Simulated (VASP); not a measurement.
# CsSnI3 (R3m) in VASP: notebook

CsSnI3 is run at these levels: PBE; tasks: single point, relaxation of cell and atoms.

Program: VASP 6.6.1. These are calculated values, not measurements. Logs are shortened: lines on timing, memory, paths and dates and some standing lists are left out, and cuts for length are marked.

### Step 1. The cell of the first run

Symmetry: R3m, No. 160, trigonal system. Conventional cell: a = 10.009 Å, b = 10.009 Å, c = 15.240 Å, α = 90.00°, β = 90.00°, γ = 120.00°. Cs (site symmetry 3m) has 6 I at 3.89 to 3.91 Å and 1 Sn at 4.58 Å within 5.1 Å. Within 3.8 Å of Sn (site symmetry 3m) lie 3 I at 2.91 Å. Within 3.8 Å of I (site symmetry m) lie 1 Sn at 2.91 Å.

### Step 2. Single point, PBE

Input file INCAR:

```
ALGO     = Normal         # electronic algorithm
EDIFF    = 1E-6           # SCF threshold, eV
ENCUT    = 520            # plane-wave cutoff, eV
GGA      = PE             # functional
ISIF     = 2              # what is computed and relaxed
ISMEAR   = 0              # smearing method
LASPH    = True           # aspherical terms in the spheres
LCHARG   = False          # write CHGCAR
LREAL    = False          # projectors in reciprocal space
LWAVE    = False          # write WAVECAR
NBANDS   = 30             # bands
NELM     = 100            # most SCF steps
PREC     = Accurate       # precision mode
SIGMA    = 0.02           # smearing width, eV
```

Input file KPOINTS:

```
k-points
0
Gamma
  3 3 3
```

Input file POSCAR:

```
CsSnI3
1.0
    5.0043713241      2.8892751311      5.0800511465
   -5.0043713241      2.8892751311      5.0800511465
    0.0000000000     -5.7785502622      5.0800511465
Cs Sn I
1 1 3
Direct
    0.5614711726      0.5614711726      0.5614711726
    0.8617247667      0.8617247667      0.8617247667
    0.6180892211      0.0455256183      0.6180892211
    0.6180892211      0.6180892211      0.0455256183
    0.0455256183      0.6180892211      0.6180892211
```

Potentials or basis: VASP PAW PBE potentials, release 64 (Cs_sv, Sn_d, I).

Launch:

```console
> cat potpaw_PBE.64/Cs_sv/POTCAR potpaw_PBE.64/Sn_d/POTCAR potpaw_PBE.64/I/POTCAR > POTCAR
> mpirun -np 1 vasp_std > vasp.out
```

OUTCAR:

```text
EDIFF = 1E-6
   ENCUT = 520
   GGA = PE
   ISIF = 2
   ISMEAR = 0
   LASPH = True
   LREAL = False
   NELM = 100
   PREC = Accurate

 ion  position               nearest neighbor table
   1  0.561  0.561  0.561-
   2  0.862  0.862  0.862-   3 2.91   5 2.91   4 2.91
   3  0.618  0.046  0.618-   2 2.91
   4  0.618  0.618  0.046-   2 2.91
   5  0.046  0.618  0.618-   2 2.91

  LATTYP: Found a trigonal (rhomboedric) cell.
 ALAT       =     7.6940602275
 COS(alpha) =     0.1539074203

  Lattice vectors:

 A1 = (   5.0043713241,   2.8892751311,   5.0800511465)
 A2 = (  -5.0043713241,   2.8892751311,   5.0800511465)
 A3 = (   0.0000000000,  -5.7785502622,   5.0800511465)

Analysis of symmetry for initial positions (statically):
=====================================================================
 Subroutine PRICEL returns:
 Original cell was already a primitive cell.

 Routine SETGRP: Setting up the symmetry group for a
 trigonal (rhombohedral) supercell.

 Subroutine GETGRP returns: Found  6 space group operations
 (whereof  6 operations were pure point group operations)
 out of a pool of 12 trial point group operations.

The static configuration has the point symmetry C_3v.

Analysis of symmetry for dynamics (positions and initial velocities):
=====================================================================
 Subroutine PRICEL returns:
 Original cell was already a primitive cell.

 Routine SETGRP: Setting up the symmetry group for a
 trigonal (rhombohedral) supercell.

 Subroutine GETGRP returns: Found  6 space group operations
 (whereof  6 operations were pure point group operations)
 out of a pool of 12 trial point group operations.

The dynamic configuration has the point symmetry C_3v.

 Subroutine INISYM returns: Found  6 space group operations
 (whereof  6 operations are pure point group operations),
 and found     1 'primitive' translations

----------------------------------------------------------------------------------------

                                     Primitive cell

  volume of cell :     440.7149

  direct lattice vectors                    reciprocal lattice vectors
     5.004371324  2.889275131  5.080051146     0.099912650  0.057684595  0.065616137
    -5.004371324  2.889275131  5.080051146    -0.099912650  0.057684595  0.065616137
     0.000000000 -5.778550262  5.080051146     0.000000000 -0.115369191  0.065616137

  length of vectors
     7.694060227  7.694060227  7.694060227     0.132723501  0.132723501  0.132723501

  position of ions in fractional coordinates (direct lattice)
     0.561471173  0.561471173  0.561471173
     0.861724767  0.861724767  0.861724767
     0.618089221  0.045525618  0.618089221
     0.618089221  0.618089221  0.045525618
     0.045525618  0.618089221  0.618089221

  ion indices of the primitive-cell ions
   primitive index   ion index
                 1           1
                 2           2
                 3           3
                 4           4
                 5           5

----------------------------------------------------------------------------------------

 KPOINTS: k-points

Automatic generation of k-mesh.
 Grid dimensions read from file:
 generate k-points for:    3    3    3

 Generating k-lattice:

  Cartesian coordinates                     Fractional coordinates (reciprocal lattice)
     0.033304217  0.019228198  0.021872046     0.333333333  0.000000000  0.000000000
    -0.033304217  0.019228198  0.021872046     0.000000000  0.333333333  0.000000000
     0.000000000 -0.038456397  0.021872046     0.000000000  0.000000000  0.333333333

  Length of vectors
     0.044241167  0.044241167  0.044241167

  Shift w.r.t. Gamma in fractional coordinates (k-lattice)
     0.000000000  0.000000000  0.000000000

 Subroutine IBZKPT returns following result:
 ===========================================

 Found      6 irreducible k-points:

 Following reciprocal coordinates:
            Coordinates               Weight
  0.000000  0.000000  0.000000      1.000000
  0.333333 -0.000000  0.000000      6.000000
  0.333333  0.333333  0.000000      6.000000
 -0.333333  0.333333  0.000000      6.000000
  0.333333  0.333333  0.333333      2.000000
 -0.333333  0.333333  0.333333      6.000000
   k-points           NKPTS =      6   k-points in BZ     NKDIM =      6   number of bands    NBANDS=     30
   number of dos      NEDOS =    301   number of ions     NIONS =      5
   total plane-waves  NPLWV = 216000
   dimension x,y,z NGX =    60 NGY =   60 NGZ =   60
   dimension x,y,z NGXF=   120 NGYF=  120 NGZF=  120
   ions per type =               1   1   3
   NGX,Y,Z   is equivalent  to a cutoff of  12.96, 12.96, 12.96 a.u.
   NGXF,Y,Z  is equivalent  to a cutoff of  25.93, 25.93, 25.93 a.u.
 SYSTEM =  unknown system
   PREC   = accura    normal or accurate (medium, high low for compatibility)
   ISTART =      0    job   : 0-new  1-cont  2-samecut
   ICHARG =      2    charge: 1-file 2-atom 10-const
   ISPIN  =      1    spin polarized calculation?
   LNONCOLLINEAR =      F non collinear calculations
   LSORBIT =      F    spin-orbit coupling
   LASPH  =      T    aspherical Exc in radial PAW
   ENCUT  =  520.0 eV  38.22 Ry    6.18 a.u.  14.31 14.31 14.31*2*pi/ulx,y,z
   NELM   =    100;   NELMIN=  2; NELMDL= -5     # of ELM steps
   EDIFF  = 0.1E-05   stopping-criterion for ELM
   LREAL  =      F    real-space projection
   EDIFFG = 0.1E-04   stopping-criterion for IOM
   NSW    =      0    number of steps for IOM
   IBRION =     -1    ionic relax: 0-MD 1-quasi-New 2-CG
   NFREE  =      0    steps in history (QN), initial steepest desc. (CG)
   ISIF   =      2    stress and relaxation
   ISYM   =      2    0-nonsym 1-usesym 2-fastsym
   POTIM  = 0.5000    time-step for ionic-motion
   TEBEG  =    0.0;   TEEND  =   0.0 temperature during run
   PSTRESS=    0.0 pullay stress
   NELECT =      44.0000    total number of electrons
   NUPDOWN=      -1.0000    fix difference up-down
   EMIN   =  10.00;   EMAX   =-10.00  energy-range for DOS
   EFERMI =   0.00;   METHOD = LEGACY
   ISMEAR =     0;   SIGMA  =   0.02  broadening in eV -4-tet -1-fermi 0-gaus
   EFERMI_NEDOS =   21; number of points for ismear=-14 and -15
   IALGO  =     38    algorithm
   IMIX   =      4    mixing-type and parameters
     AMIX     =   0.40;   BMIX     =  1.00
     AMIX_MAG =   1.60;   BMIX_MAG =  1.00
  volume/ion in A,a.u.               =      88.14       594.82
  Fermi-wavevector in a.u.,A,eV,Ry     =   0.759463  1.435176  7.847618  0.576784
  Thomas-Fermi vector in A             =   1.858263
   LORBIT       =      0    0 simple, 1 ext, 2 COOP (PROOUT), +10 PAW based schemes
   GGA     = PE    functional components
   LHFCALC =     F    Hartree Fock is set to
   AEXX    =    0.0000 exact exchange contribution
   IVDW    =     0    specifies the selected vdW correction
   LEPSILON=     F    determine dielectric tensor
   LRPA    =     F    only Hartree local field effects (RPA)
 non-spin polarized calculation
 Gauss-broadening in eV      SIGMA  =   0.02
  energy-cutoff  :      520.00
  volume of cell :      440.71
 maximum number of plane-waves:     11881
 NGX is ok and might be reduce to    60
   NGX = 29   NGY = 29   NGZ = 29

 number of electron      43.9999992 magnetization

 Free energy of the ion-electron system (eV)
  ---------------------------------------------------
  ext. energy  EPLUGINS =         0.00000000
  ---------------------------------------------------
  free energy    TOTEN  =       -13.73423289 eV

  energy without entropy =      -13.73423289  energy(sigma->0) =      -13.73423289

 E-fermi :  -2.0494     XC(G=0):  -5.0175

 val. band max:       -2.2004836105   @ k =  -0.3333   0.3333   0.0000
 cond. band min:       1.1280679864   @ k =   0.3333   0.3333   0.3333
 fundamental gap:      3.3285515969
 Fermi energy:        -2.0494080169

 k-point     1 :       0.0000    0.0000    0.0000
  band No.  band energies     occupation
      1     -22.5702      2.00000
      2     -22.5702      2.00000
      3     -22.5375      2.00000
      4     -22.5375      2.00000
      5     -22.5197      2.00000
      6     -22.4913      2.00000
[... 22 lines left out ...]
     29       4.0781      0.00000
     30       4.1062      0.00000

 k-point     2 :       0.3333   -0.0000    0.0000
  band No.  band energies     occupation
      1     -22.5702      2.00000
      2     -22.5702      2.00000
      3     -22.5375      2.00000
      4     -22.5375      2.00000
      5     -22.5198      2.00000
      6     -22.4911      2.00000
[... 22 lines left out ...]
     29       3.8651      0.00000
     30       4.0894      0.00000

 k-point     3 :       0.3333    0.3333    0.0000
  band No.  band energies     occupation
      1     -22.5702      2.00000
      2     -22.5702      2.00000
      3     -22.5375      2.00000
      4     -22.5375      2.00000
      5     -22.5198      2.00000
      6     -22.4910      2.00000
[... 22 lines left out ...]
     29       3.9640      0.00000
     30       4.1446      0.00000

 k-point     4 :      -0.3333    0.3333    0.0000
  band No.  band energies     occupation
      1     -22.5702      2.00000
      2     -22.5702      2.00000
      3     -22.5375      2.00000
      4     -22.5375      2.00000
      5     -22.5198      2.00000
      6     -22.4910      2.00000
[... 22 lines left out ...]
     29       3.9048      0.00000
     30       4.0711      0.00000

 k-point     5 :       0.3333    0.3333    0.3333
  band No.  band energies     occupation
      1     -22.5702      2.00000
      2     -22.5702      2.00000
      3     -22.5375      2.00000
      4     -22.5375      2.00000
      5     -22.5198      2.00000
      6     -22.4909      2.00000
[... 22 lines left out ...]
     29       4.1550      0.00000
     30       4.2573      0.00000

 k-point     6 :      -0.3333    0.3333    0.3333
  band No.  band energies     occupation
      1     -22.5702      2.00000
      2     -22.5702      2.00000
      3     -22.5375      2.00000
      4     -22.5375      2.00000
      5     -22.5198      2.00000
      6     -22.4909      2.00000
[... 22 lines left out ...]
     29       3.9353      0.00000
     30       4.0891      0.00000

------------------------ aborting loop because EDIFF is reached ----------------------------------------

  FORCE on cell =-STRESS in cart. coord.  units (eV):
  Direction    XX          YY          ZZ          XY          YZ          ZX
  --------------------------------------------------------------------------------------
  -------------------------------------------------------------------------------------
  Total        0.0368999      0.0368999      0.1532731     -0.0000000      0.0000000      0.0000000
  in kB        0.1341459      0.1341459      0.5572099     -0.0000000      0.0000000      0.0000000
  external PRESSURE =       0.2751673 kB  Pullay stress =       0.0000000 kB

 VOLUME and BASIS-vectors are now :
 -----------------------------------------------------------------------------
  energy-cutoff  :      520.00
  volume of cell :      440.71
      direct lattice vectors                 reciprocal lattice vectors
     5.004371324  2.889275131  5.080051146     0.099912650  0.057684595  0.065616137
    -5.004371324  2.889275131  5.080051146    -0.099912650  0.057684595  0.065616137
     0.000000000 -5.778550262  5.080051146     0.000000000 -0.115369191  0.065616137

 POSITION                                       TOTAL-FORCE (eV/Angst)
 -----------------------------------------------------------------------------------
      0.00000      0.00000      8.55691        -0.000000     -0.000000     -0.002112
      0.00000      0.00000     13.13282        -0.000000     -0.000000      0.014459
      2.86532     -1.65429      6.51112        -0.003618      0.002089     -0.004116
      0.00000      3.30859      6.51112        -0.000000     -0.004178     -0.004116
     -2.86532     -1.65429      6.51112         0.003618      0.002089     -0.004116
 -----------------------------------------------------------------------------------
    total drift:                                0.000000     -0.000000     -0.001285

  FREE ENERGIE OF THE ION-ELECTRON SYSTEM (eV)
  ---------------------------------------------------
  free  energy   TOTEN  =       -13.7342328876 eV

  energy  without entropy=      -13.7342328876  energy(sigma->0) =      -13.73423289
```

Wall time 2 min (1 thread of AMD EPYC 7R43 (Zen 3), shared host); peak memory 0.49 GiB.

What came out:

- Free energy: -13.7342 eV
- Pressure: 0.0 GPa
- Largest force: 0.014 eV/Å
- Band gap on the k mesh: 3.33 eV, indirect (least direct gap 3.38 eV)

Forces on the atoms (eV/Å):
```
Cs   0.000  0.000 -0.002
Sn   0.000  0.000  0.014
I   -0.004  0.002 -0.004
I    0.000 -0.004 -0.004
I    0.004  0.002 -0.004
```

Levels at points of the mesh, in eV from the valence-band top:
| k point | band 18 | band 19 | band 20 | band 21 | band 22 | band 23 | band 24 | band 25 | band 26 | band 27 |
| --- | --- | --- | --- | --- | --- | --- | --- | --- | --- | --- |
| (0.00, 0.00, 0.00) | -0.76 | -0.31 | -0.31 | -0.17 | -0.04 | 3.44 | 3.62 | 3.62 | 4.48 | 5.70 |

Caveat: spin-orbit coupling is left out, which moves the levels of the heavy elements. A k mesh can miss the band edges.

### Step 3. Relaxation of cell and atoms, PBE

This run uses another cell than the first one, of 87.01 Å³/atom, 0.987 times its volume.

Input file INCAR:

```
PREC = Accurate
ENCUT = 600
EDIFF = 1E-7
ISMEAR = 0
SIGMA = 0.02
LREAL = False
LASPH = True
NELM = 100
ALGO = Normal
ISIF = 3
LWAVE = False
LCHARG = False
GGA = PE
IBRION = 2
NSW = 100
EDIFFG = -0.01
```

Input file KPOINTS:

```
Automatic mesh
0
Gamma
  3 3 3
```

Input file POSCAR:

```
CsSnI3
1.0
    5.2674566652      3.0411675236      4.5263024910
   -5.2674566652      3.0411675236      4.5263024910
    0.0000000000     -6.0823350472      4.5263024910
Cs Sn I
1 1 3
Direct
    0.5418822987      0.5418822987      0.5418822987
    0.8760360619      0.8760360619      0.8760360619
    0.6270101907      0.0329612579      0.6270101907
    0.6270101907      0.6270101907      0.0329612579
    0.0329612579      0.6270101907      0.6270101907
```

Potentials or basis: VASP PAW PBE potentials, release 64 (Cs_sv, Sn_d, I).

Launch:

```console
> cat potpaw_PBE.64/Cs_sv/POTCAR potpaw_PBE.64/Sn_d/POTCAR potpaw_PBE.64/I/POTCAR > POTCAR
> mpirun -np 1 vasp_std > vasp.out
```

Run time: 35 min. Hardware: 1 thread of AMD EPYC 7R43 (Zen 3), shared host; peak memory 0.64 GiB.

It converged, with:

* Free energy: -13.7348 eV
* Relaxed volume: 89.24 Å³/atom
* Relaxed cell: a = 7.747 Å, b = 7.747 Å, c = 7.747 Å, α = 80.06°, β = 80.06°, γ = 80.06°
* Space group after relaxing (to 0.05 Å): R3m (No. 160)
* Energy gained by relaxing: 5.8 meV/atom
* Ionic steps: 28
* Pressure after relaxing: 0.0 GPa
* Largest force after relaxing: 0.005 eV/Å
* Band gap on the k mesh: 3.32 eV, indirect (least direct gap 3.38 eV)

Forces on the atoms (eV/Å):
```
Cs   0.000  0.000  0.005
Sn   0.000  0.000  0.004
I   -0.004  0.002 -0.003
I    0.000 -0.004 -0.003
I    0.004  0.002 -0.003
```

The path:
```csv
step,energy change (eV),largest force (eV/Å),pressure (GPa),volume (Å³)
1,0.0000,0.0292,0.01,435.05
2,-0.0014,0.0180,0.00,435.55
3,-0.0038,0.0879,-0.04,437.04
4,-0.0017,0.2515,-0.12,439.88
5,-0.0042,0.1322,-0.06,437.82
6,-0.0051,0.1025,-0.04,436.99
7,-0.0059,0.0519,0.01,435.58
8,-0.0059,0.0469,0.02,435.37
9,-0.0063,0.0486,0.02,435.59
10,-0.0072,0.0534,0.01,436.27
11,-0.0089,0.0623,0.01,437.61
12,-0.0111,0.0804,0.00,440.26
13,-0.0116,0.1115,-0.01,445.42
14,-0.0120,0.1001,-0.01,443.44
15,-0.0130,0.0984,-0.01,443.85
16,-0.0156,0.0926,-0.03,445.05
17,-0.0200,0.0785,-0.06,447.34
18,-0.0244,0.1462,-0.12,451.41
19,-0.0253,0.1308,-0.11,451.03
20,-0.0273,0.0821,-0.07,449.87
21,-0.0282,0.0406,0.01,447.44
22,-0.0284,0.0202,-0.01,448.18
23,-0.0284,0.0185,-0.01,448.25
24,-0.0284,0.0180,-0.01,448.07
25,-0.0286,0.0170,-0.01,447.52
26,-0.0287,0.0174,0.00,446.42
27,-0.0287,0.0205,0.01,446.22
28,-0.0288,0.0053,-0.01,446.22
```

Final structure:
```yaml
crystal:
  lattice:
    - [4.98315, 2.87702, 5.18746]
    - [-4.98315, 2.87702, 5.18746]
    - [0.00000, -5.75404, 5.18746]
  atoms:
    - { symbol: Cs, position: [0.56378, 0.56378, 0.56378] }
    - { symbol: Sn, position: [0.85948, 0.85948, 0.85948] }
    - { symbol: I, position: [0.61736, 0.04690, 0.61736] }
    - { symbol: I, position: [0.61736, 0.61736, 0.04690] }
    - { symbol: I, position: [0.04690, 0.61736, 0.61736] }
```

Levels at points of the mesh, in eV from the valence-band top:
| k point | band 19 | band 20 | band 21 | band 22 | band 23 | band 24 | band 25 | band 26 |
| --- | --- | --- | --- | --- | --- | --- | --- | --- |
| (0.00, 0.00, 0.00) | -0.32 | -0.32 | -0.17 | -0.04 | 3.42 | 3.63 | 3.63 | 4.45 |

Caveat: spin-orbit coupling is left out, which moves the levels of the heavy elements. A k mesh can miss the band edges.
